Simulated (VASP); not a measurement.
Here is a VASP 6.6.1 calculation.

File INCAR:

```
SYSTEM = BaTiO3
PREC     = Accurate       ! precision mode
ENCUT    = 520            ! plane-wave cutoff, eV
EDIFF    = 1E-6           ! SCF threshold, eV
ISMEAR   = -1             ! smearing method
SIGMA    = 0.05           ! smearing width, eV
LREAL    = .False.        ! projectors in reciprocal space
LASPH    = .True.         ! aspherical terms in the spheres
NELM     = 60             ! most SCF steps
ALGO     = Normal         ! electronic algorithm
ISIF     = 2              ! what is computed and relaxed
LWAVE    = .False.        ! write WAVECAR
LCHARG   = .False.        ! write CHGCAR
GGA      = PE             ! functional
NBANDS   = 28             ! bands
```

Contents of KPOINTS:

```
regular mesh
0
Gamma
  9 9 9
  0 0 0
```

Contents of POSCAR:

```
BaTiO3
1.0
    2.8276681575      1.6325549719      2.3872635562
   -2.8276681575      1.6325549719      2.3872635562
    0.0000000000     -3.2651099438      2.3872635562
Ba Ti O
1 1 3
Direct
    0.0000000000      0.0000000000      0.0000000000
    0.5140000000      0.5140000000      0.5140000000
    0.4916000000      0.4916000000      0.9815000000
    0.4916000000      0.9815000000      0.4916000000
    0.9815000000      0.4916000000      0.4916000000
```

Potentials or basis: VASP PAW PBE potentials, release 64 (Ba_sv, Ti_sv, O).

Launch:

```sh
$ cat potpaw_PBE.64/Ba_sv/POTCAR potpaw_PBE.64/Ti_sv/POTCAR potpaw_PBE.64/O/POTCAR > POTCAR
$ mpirun -np 1 vasp_std > vasp.out
```

(1) What does it give for the largest force?

(2) Estimate the pressure.

## Answers

(1) 0.255 eV/Å.

(2) 1.9 GPa.

Caveat: the cell differs from its parent crystal (zz strain of +3 %).
